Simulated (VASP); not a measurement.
# Co (P6/mmm) in VASP: notebook

Co is run at these levels: PBE; tasks: single point.

All numbers are computed with VASP 6.6.1; they aren't measurements. Logs are shortened: lines on timing, memory, paths and dates and some standing lists are left out, and cuts for length are marked.

### 1 The cell of the first run

The structure is hexagonal, space group P6/mmm (No. 191). The conventional cell has a = 2.068 Å, b = 2.068 Å, c = 1.947 Å, α = 90.00°, β = 90.00°, γ = 120.00°. Co (site symmetry 6/mmm) has 8 Co at 1.95 to 2.07 Å within 2.6 Å.

This isn't the form of Co at room conditions, which is hcp.

### 2 Single point, PBE, collinear spin, ferromagnetic start (7.21 Å³/atom)

Contents of POSCAR:

```
Co
1.0
    2.0681026550      0.0000000000      0.0000000000
   -1.0340513274      1.7910294368      0.0000000000
    0.0000000000      0.0000000000      1.9472497434
Co
1
Direct
    0.0000000000      0.0000000000      0.0000000000
```

Contents of INCAR.step1:

```
SYSTEM = Co
  PREC = Accurate
  ENCUT = 520
  EDIFF = 1E-6
  ISMEAR = -1
  SIGMA = 0.1
  LREAL = .FALSE.
  LASPH = .TRUE.
  NELM = 200
  ALGO = Normal
  ISIF = 2
  LWAVE = .FALSE.
  LCHARG = .TRUE.
  ISPIN = 2
  MAGMOM = 1.7
  LMAXMIX = 4
  GGA = PE
  NBANDS = 18
  GGA_COMPAT = .FALSE.
  NEDOS = 2001
  LORBIT = 11
```

Contents of KPOINTS.step1:

```
Automatic mesh
0
G
  18 18 17
  0 0 0
```

Contents of INCAR.step2:

```
SYSTEM = Co
  PREC = Accurate
  ENCUT = 520
  EDIFF = 1E-6
  ISMEAR = -5
  SIGMA = 0.1
  LREAL = .FALSE.
  LASPH = .TRUE.
  NELM = 200
  ALGO = Normal
  ISIF = 2
  LWAVE = .FALSE.
  LCHARG = .FALSE.
  ISPIN = 2
  MAGMOM = 1.7
  LORBIT = 10
  LMAXMIX = 4
  GGA = PE
  NEDOS = 2001
  ICHARG = 11
  GGA_COMPAT = .FALSE.
```

Contents of KPOINTS.step2:

```
Automatic mesh
0
G
  27 27 26
  0 0 0
```

Potentials or basis: VASP PAW PBE potentials, release 64 (Co_sv).

Started as:

```bash
cat potpaw_PBE.64/Co_sv/POTCAR > POTCAR
cp INCAR.step1 INCAR
cp KPOINTS.step1 KPOINTS
mpirun -np 1 vasp_std > vasp.out
cp INCAR.step2 INCAR
cp KPOINTS.step2 KPOINTS
mpirun -np 1 vasp_std > vasp.out
```

OUTCAR:

```text
SYSTEM = Co
   PREC = Accurate
   ENCUT = 520
   EDIFF = 1E-6
   ISMEAR = -5
   LREAL = .FALSE.
   LASPH = .TRUE.
   NELM = 200
   ISIF = 2
   ISPIN = 2
   LORBIT = 10
   GGA = PE
   ICHARG = 11

 ion  position               nearest neighbor table
   1  0.000  0.000  0.000-

  LATTYP: Found a hexagonal cell.
 ALAT       =     2.0681026550
 C/A-ratio  =     0.9415633884

  Lattice vectors:

 A1 = (   2.0681026550,   0.0000000000,   0.0000000000)
 A2 = (  -1.0340513274,   1.7910294368,   0.0000000000)
 A3 = (   0.0000000000,   0.0000000000,   1.9472497434)

Analysis of symmetry for initial positions (statically):
=====================================================================
 Subroutine PRICEL returns:
 Original cell was already a primitive cell.

 Routine SETGRP: Setting up the symmetry group for a
 hexagonal supercell.

 Subroutine GETGRP returns: Found 24 space group operations
 (whereof 24 operations were pure point group operations)
 out of a pool of 24 trial point group operations.

The static configuration has the point symmetry D_6h.

Analysis of symmetry for dynamics (positions and initial velocities):
=====================================================================
 Subroutine PRICEL returns:
 Original cell was already a primitive cell.

 Routine SETGRP: Setting up the symmetry group for a
 hexagonal supercell.

 Subroutine GETGRP returns: Found 24 space group operations
 (whereof 24 operations were pure point group operations)
 out of a pool of 24 trial point group operations.

The dynamic configuration has the point symmetry D_6h.

Analysis of structural, dynamic, and magnetic symmetry:
=====================================================================
 Subroutine PRICEL returns:
 Original cell was already a primitive cell.

 Routine SETGRP: Setting up the symmetry group for a
 hexagonal supercell.

 Subroutine GETGRP returns: Found 24 space group operations
 (whereof 24 operations were pure point group operations)
 out of a pool of 24 trial point group operations.

The overall configuration has the point symmetry D_6h.

 Subroutine INISYM returns: Found 24 space group operations
 (whereof 24 operations are pure point group operations),
 and found     1 'primitive' translations

----------------------------------------------------------------------------------------

                                     Primitive cell

  volume of cell :       7.2127

  direct lattice vectors                    reciprocal lattice vectors
     2.068102655  0.000000000  0.000000000     0.483534992  0.279169058  0.000000000
    -1.034051327  1.791029437  0.000000000     0.000000000  0.558338115  0.000000000
     0.000000000  0.000000000  1.947249743     0.000000000  0.000000000  0.513544810

  length of vectors
     2.068102655  2.068102655  1.947249743     0.558338115  0.558338115  0.513544810

  position of ions in fractional coordinates (direct lattice)
     0.000000000  0.000000000  0.000000000

  ion indices of the primitive-cell ions
   primitive index   ion index
                 1           1

----------------------------------------------------------------------------------------

 KPOINTS: Automatic mesh

Automatic generation of k-mesh.
 Grid dimensions read from file:
 generate k-points for:   27   27   26

 Generating k-lattice:

  Cartesian coordinates                     Fractional coordinates (reciprocal lattice)
     0.017908703  0.010339595  0.000000000     0.037037037 -0.000000000  0.000000000
     0.000000000  0.020679189  0.000000000     0.000000000  0.037037037  0.000000000
     0.000000000  0.000000000  0.019751723     0.000000000  0.000000000  0.038461538

  Length of vectors
     0.020679189  0.020679189  0.019751723

  Shift w.r.t. Gamma in fractional coordinates (k-lattice)
     0.000000000  0.000000000  0.000000000

 TETIRR: Found  19214 inequivalent tetrahedra from   113724

 Subroutine IBZKPT returns following result:
 ===========================================

 Found   1050 irreducible k-points:

 Following reciprocal coordinates:
            Coordinates               Weight
  0.000000  0.000000  0.000000      1.000000
  0.037037 -0.000000  0.000000      6.000000
  0.074074 -0.000000  0.000000      6.000000
  0.111111 -0.000000  0.000000      6.000000
  0.148148  0.000000  0.000000      6.000000
  0.185185  0.000000  0.000000      6.000000
[... 16 lines left out ...]
  0.333333  0.037037  0.000000     12.000000
  0.370370  0.037037  0.000000     12.000000
 [... further k-points ...]
   k-points           NKPTS =   1050   k-points in BZ     NKDIM =   1050   number of bands    NBANDS=     13
   number of dos      NEDOS =   2001   number of ions     NIONS =      1
   total plane-waves  NPLWV =   3584
   dimension x,y,z NGX =    16 NGY =   16 NGZ =   14
   dimension x,y,z NGXF=    32 NGYF=   32 NGZF=   28
   ions per type =               1
   NGX,Y,Z   is equivalent  to a cutoff of  12.86, 12.86, 11.95 a.u.
   NGXF,Y,Z  is equivalent  to a cutoff of  25.72, 25.72, 23.90 a.u.
 SYSTEM =  Co
   PREC   = accura    normal or accurate (medium, high low for compatibility)
   ISTART =      0    job   : 0-new  1-cont  2-samecut
   ICHARG =     11    charge: 1-file 2-atom 10-const
   ISPIN  =      2    spin polarized calculation?
   LNONCOLLINEAR =      F non collinear calculations
   LSORBIT =      F    spin-orbit coupling
   LASPH  =      T    aspherical Exc in radial PAW
   ENCUT  =  520.0 eV  38.22 Ry    6.18 a.u.   3.85  3.85  3.62*2*pi/ulx,y,z
   NELM   =    200;   NELMIN=  2; NELMDL=  0     # of ELM steps
   EDIFF  = 0.1E-05   stopping-criterion for ELM
   LREAL  =      F    real-space projection
   EDIFFG = 0.1E-04   stopping-criterion for IOM
   NSW    =      0    number of steps for IOM
   IBRION =     -1    ionic relax: 0-MD 1-quasi-New 2-CG
   NFREE  =      0    steps in history (QN), initial steepest desc. (CG)
   ISIF   =      2    stress and relaxation
   ISYM   =      2    0-nonsym 1-usesym 2-fastsym
   POTIM  = 0.5000    time-step for ionic-motion
   TEBEG  =    0.0;   TEEND  =   0.0 temperature during run
   PSTRESS=    0.0 pullay stress
   NELECT =      17.0000    total number of electrons
   NUPDOWN=      -1.0000    fix difference up-down
   EMIN   =  10.00;   EMAX   =-10.00  energy-range for DOS
   EFERMI =   0.00;   METHOD = LEGACY
   ISMEAR =    -5;   SIGMA  =   0.10  broadening in eV -4-tet -1-fermi 0-gaus
   EFERMI_NEDOS =   21; number of points for ismear=-14 and -15
   IALGO  =     38    algorithm
   IMIX   =      4    mixing-type and parameters
     AMIX     =   0.40;   BMIX     =  1.00
     AMIX_MAG =   1.60;   BMIX_MAG =  1.00
  volume/ion in A,a.u.               =       7.21        48.67
  Fermi-wavevector in a.u.,A,eV,Ry     =   2.178674  4.117097 64.581710  4.746622
  Thomas-Fermi vector in A             =   3.147386
   LORBIT       =     10    0 simple, 1 ext, 2 COOP (PROOUT), +10 PAW based schemes
   GGA     = PE    functional components
   LHFCALC =     F    Hartree Fock is set to
   AEXX    =    0.0000 exact exchange contribution
   IVDW    =     0    specifies the selected vdW correction
   LEPSILON=     F    determine dielectric tensor
   LRPA    =     F    only Hartree local field effects (RPA)
 spin polarized calculation
 Fermi weights with tetrahedron method with Bloechl corrections
  energy-cutoff  :      520.00
  volume of cell :        7.21
 maximum number of plane-waves:       204
 NGX is ok and might be reduce to    16

 number of electron      16.9999981 magnetization       0.0001075

 Free energy of the ion-electron system (eV)
  ---------------------------------------------------
  ext. energy  EPLUGINS =         0.00000000
  ---------------------------------------------------
  free energy    TOTEN  =        -4.26911514 eV

  energy without entropy =       -4.26911514  energy(sigma->0) =       -4.26911514

 E-fermi :  20.2861     XC(G=0): -16.6239

 val. band max:       20.3320571443   @ k =   0.3704  -0.0000   0.1154
 cond. band min:      20.1791048362   @ k =   0.2963   0.0000   0.1923
 fundamental gap:     -0.1529523081
 Fermi energy:        20.2861425688

 spin component 1

 k-point     1 :       0.0000    0.0000    0.0000
  band No.  band energies     occupation
      1     -75.8652      1.00000
      2     -38.2084      1.00000
      3     -38.2084      1.00000
      4     -38.0988      1.00000
      5       8.6962      1.00000
      6      13.5357      1.00000
      7      17.0813      1.00000
      8      17.0813      1.00000
      9      21.3696      0.00000
     10      21.3696      0.00000
     11      46.3015      0.00000
     12      46.8877      0.00000
     13      54.6343      0.00000

 k-point     2 :       0.0370   -0.0000    0.0000
  band No.  band energies     occupation
      1     -75.8605      1.00000
      2     -38.2304      1.00000
      3     -38.2133      1.00000
      4     -38.0965      1.00000
      5       8.7717      1.00000
      6      13.5622      1.00000
      7      17.0308      1.00000
      8      17.1321      1.00000
      9      21.3293      0.00000
     10      21.3626      0.00000
     11      46.2301      0.00000
     12      46.9966      0.00000
     13      54.6166      0.00000
[... 321 lines left out ...]
 k-point    23 :       0.3333    0.0370    0.0000
  band No.  band energies     occupation
      1     -75.5809      1.00000
      2     -39.4670      1.00000
      3     -38.5035      1.00000
      4     -37.9575      1.00000
      5      12.6258      1.00000
      6      14.4519      1.00000
      7      17.2699      1.00000
      8      19.2842      1.00000
      9      20.6664     -0.05905
     10      20.9412      0.00000
     11      34.8317      0.00000
     12      44.1355      0.00000
     13      52.2617      0.00000

 k-point    24 :       0.3704    0.0370    0.0000
  band No.  band energies     occupation
      1     -75.5507      1.00000
      2     -39.5945      1.00000
      3     -38.5336      1.00000
      4     -37.9425      1.00000
      5      12.6421      1.00000
      6      14.6410      1.00000
      7      17.9837      1.00000
      8      19.0938      1.00000
      9      20.8976      0.00000
     10      21.1401      0.00000
     11      33.3063      0.00000
     12      43.4268      0.00000
     13      52.4684      0.00000

 [... further k-points ...]

 spin component 2

 k-point     1 :       0.0000    0.0000    0.0000
  band No.  band energies     occupation
      1     -75.8651      1.00000
      2     -38.2083      1.00000
      3     -38.2083      1.00000
      4     -38.0987      1.00000
      5       8.6962      1.00000
      6      13.5358      1.00000
      7      17.0813      1.00000
      8      17.0813      1.00000
      9      21.3698      0.00000
     10      21.3698      0.00000
     11      46.3015      0.00000
     12      46.8877      0.00000
     13      54.6343      0.00000

 k-point     2 :       0.0370   -0.0000    0.0000
  band No.  band energies     occupation
      1     -75.8604      1.00000
      2     -38.2303      1.00000
      3     -38.2132      1.00000
      4     -38.0964      1.00000
      5       8.7717      1.00000
      6      13.5622      1.00000
      7      17.0309      1.00000
      8      17.1321      1.00000
      9      21.3295      0.00000
     10      21.3628      0.00000
     11      46.2301      0.00000
     12      46.9966      0.00000
     13      54.6136      0.00000
[... 321 lines left out ...]
 k-point    23 :       0.3333    0.0370    0.0000
  band No.  band energies     occupation
      1     -75.5808      1.00000
      2     -39.4669      1.00000
      3     -38.5033      1.00000
      4     -37.9574      1.00000
      5      12.6258      1.00000
      6      14.4520      1.00000
      7      17.2700      1.00000
      8      19.2844      1.00000
      9      20.6665     -0.05903
     10      20.9414      0.00000
     11      34.8317      0.00000
     12      44.1355      0.00000
     13      52.2563      0.00000

 k-point    24 :       0.3704    0.0370    0.0000
  band No.  band energies     occupation
      1     -75.5506      1.00000
      2     -39.5944      1.00000
      3     -38.5335      1.00000
      4     -37.9424      1.00000
      5      12.6421      1.00000
      6      14.6411      1.00000
      7      17.9838      1.00000
      8      19.0940      1.00000
      9      20.8978      0.00000
     10      21.1402      0.00000
     11      33.3063      0.00000
     12      43.4268      0.00000
     13      52.3223      0.00000

 [... further k-points ...]

------------------------ aborting loop because EDIFF is reached ----------------------------------------

  FORCE on cell =-STRESS in cart. coord.  units (eV):
  Direction    XX          YY          ZZ          XY          YZ          ZX
  --------------------------------------------------------------------------------------
  -------------------------------------------------------------------------------------
  Total       11.1347789     11.1347789     11.0128071      0.0000000      0.0000000      0.0000000
  in kB     2473.4077001   2473.4076999   2446.3136798      0.0000001      0.0000000      0.0000000
  external PRESSURE =    2464.3763599 kB  Pullay stress =       0.0000000 kB

 VOLUME and BASIS-vectors are now :
 -----------------------------------------------------------------------------
  energy-cutoff  :      520.00
  volume of cell :        7.21
      direct lattice vectors                 reciprocal lattice vectors
     2.068102655  0.000000000  0.000000000     0.483534992  0.279169058  0.000000000
    -1.034051327  1.791029437  0.000000000     0.000000000  0.558338115  0.000000000
     0.000000000  0.000000000  1.947249743     0.000000000  0.000000000  0.513544810

 POSITION                                       TOTAL-FORCE (eV/Angst)
 -----------------------------------------------------------------------------------
      0.00000      0.00000      0.00000         0.000000      0.000000      0.000000
 -----------------------------------------------------------------------------------
    total drift:                               -0.000000     -0.000000     -0.000000

  FREE ENERGIE OF THE ION-ELECTRON SYSTEM (eV)
  ---------------------------------------------------
  free  energy   TOTEN  =        -4.2691151359 eV

  energy  without entropy=       -4.2691151359  energy(sigma->0) =       -4.26911514

 total charge

# of ion       s       p       d       tot
------------------------------------------
    1        2.378   6.247   7.053  15.677

 magnetization (x)

# of ion       s       p       d       tot
------------------------------------------
    1        0.000   0.000   0.000   0.000
```

Run time: 1.9 min. Hardware: 1 thread of AMD EPYC 9R45 (Zen 5), shared host; peak memory 0.3 GiB.

Results:

| Item | Value |
| --- | --- |
| Net moment | 0.00 μB per cell |
| Valence electrons inside the program's atomic spheres | Co 15.68 |

Levels at points of the mesh, in eV from the Fermi level:
Spin up:
```
           k point  band 5  band 6  band 7  band 8  band 9  band 10  band 11  band 12
(0.00, 0.00, 0.00)  -11.59   -6.75   -3.20   -3.20    1.08     1.08    26.02    26.60
(0.00, 0.00, 0.50)   -6.12   -2.48   -2.47   -2.47   -1.48    -1.48     9.16    32.74
```
Spin down:
| k point | band 4 | band 5 | band 6 | band 7 | band 8 | band 9 | band 10 | band 11 | band 12 | band 13 |
| --- | --- | --- | --- | --- | --- | --- | --- | --- | --- | --- |
| (0.00, 0.00, 0.00) | -58.38 | -11.59 | -6.75 | -3.20 | -3.20 | 1.08 | 1.08 | 26.02 | 26.60 | 34.35 |
| (0.00, 0.00, 0.50) | -58.33 | -6.12 | -2.48 | -2.47 | -2.47 | -1.48 | -1.48 | 9.16 | 32.74 | 36.44 |

Caveat: tetrahedron occupations give inexact forces and stress in metals.

### 3 Single point, PBE, collinear spin, ferromagnetic start

This run uses another cell than the first one, of 12.02 Å³/atom.

Contents of POSCAR:

```
Co
1.0
    2.4484686119      0.0000000000      0.0000000000
   -1.2242343060      2.1204360183      0.0000000000
    0.0000000000      0.0000000000      2.3153972186
Co
1
Direct
    0.0000000000      0.0000000000      0.0000000000
```

Contents of INCAR.step1:

```
PREC = Accurate ; ENCUT = 520
EDIFF = 1E-6 ; ISMEAR = -1
SIGMA = 0.1 ; LREAL = False
LASPH = True ; NELM = 150
ALGO = Normal ; ISIF = 2
LWAVE = False ; LCHARG = True
ISPIN = 2 ; MAGMOM = 1.7
LMAXMIX = 4 ; GGA = PE
NBANDS = 14
```

Contents of KPOINTS.step1:

```
regular mesh
0
Gamma
  18 18 17
```

Contents of INCAR.step2:

```
PREC = Accurate ; ENCUT = 520
EDIFF = 1E-6 ; ISMEAR = -5
SIGMA = 0.1 ; LREAL = False
LASPH = True ; NELM = 150
ALGO = Normal ; ISIF = 2
LWAVE = False ; LCHARG = False
ISPIN = 2 ; MAGMOM = 1.7
LORBIT = 11 ; LMAXMIX = 4
GGA = PE ; NEDOS = 2001
ICHARG = 11
```

Contents of KPOINTS.step2:

```
regular mesh
0
Gamma
  27 27 26
```

Potentials or basis: VASP PAW PBE potentials, release 64 (Co).

Started as:

```bash
cat potpaw_PBE.64/Co/POTCAR > POTCAR
cp INCAR.step1 INCAR
cp KPOINTS.step1 KPOINTS
mpirun -np 1 vasp_std > vasp.out
cp INCAR.step2 INCAR
cp KPOINTS.step2 KPOINTS
mpirun -np 1 vasp_std > vasp.out
```

Run time: 4.7 min. Hardware: 1 thread of Intel Xeon 8259CL, shared host; peak memory 0.34 GiB.

It converged, with:

```
Net moment                                            : 1.76 μB per cell
Site moments                                          : Co +1.79 μB
Valence electrons inside the program's atomic spheres : Co 8.19
```

Levels at points of the mesh, in eV from the Fermi level:
Spin up:
| k point | band 3 | band 4 | band 5 | band 6 | band 7 | band 8 |
| --- | --- | --- | --- | --- | --- | --- |
| (0.00, 0.00, 0.00) | -2.66 | -2.66 | -1.10 | -1.10 | 19.02 | 22.16 |
| (0.00, 0.00, 0.50) | -2.36 | -2.18 | -2.18 | -1.61 | 3.68 | 27.00 |
Spin down:
| k point | band 1 | band 2 | band 3 | band 4 | band 5 | band 6 | band 7 | band 8 |
| --- | --- | --- | --- | --- | --- | --- | --- | --- |
| (0.00, 0.00, 0.00) | -8.46 | -3.16 | -1.04 | -1.04 | 1.25 | 1.25 | 19.40 | 21.94 |
| (0.00, 0.00, 0.50) | -3.92 | -1.57 | -0.69 | -0.69 | 0.02 | 0.02 | 4.80 | 26.90 |

Caveat: tetrahedron occupations give inexact forces and stress in metals.
